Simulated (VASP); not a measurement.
A run of VASP 6.6.1 is set up as follows.

Contents of INCAR:

```
SYSTEM = AlN
PREC = Accurate
ENCUT = 520
EDIFF = 1E-7
ISMEAR = 0
SIGMA = 0.03
LREAL = .FALSE.
LASPH = .TRUE.
NELM = 80
ALGO = Normal
ISIF = 2
LWAVE = .FALSE.
LCHARG = .FALSE.
GGA = PE
NBANDS = 16
```

Contents of KPOINTS:

```
Automatic mesh
0
G
  8 8 5
  0 0 0
```

Contents of POSCAR:

```
AlN
1.0
    3.0923339994      0.0000000000      0.0000000000
   -1.5461669997      2.6780398005      0.0000000000
    0.0000000000      0.0000000000      4.9810000000
Al N
2 2
Direct
    0.3333333333      0.6666666667      0.0006061993
    0.6666666667      0.3333333333      0.5006061993
    0.3333333333      0.6666666667      0.3813938007
    0.6666666667      0.3333333333      0.8813938007
```

Potentials or basis: VASP PAW PBE potentials, release 64 (Al, N).

The run is started by

```bash
$ cat potpaw_PBE.64/Al/POTCAR potpaw_PBE.64/N/POTCAR > POTCAR
$ mpirun -np 1 vasp_std > vasp.out
```

(1) Predict the pressure.

(2) Predict the band gap on the k mesh.

## Answers

(1) 6.3 GPa.

(2) 4.35 eV, direct.
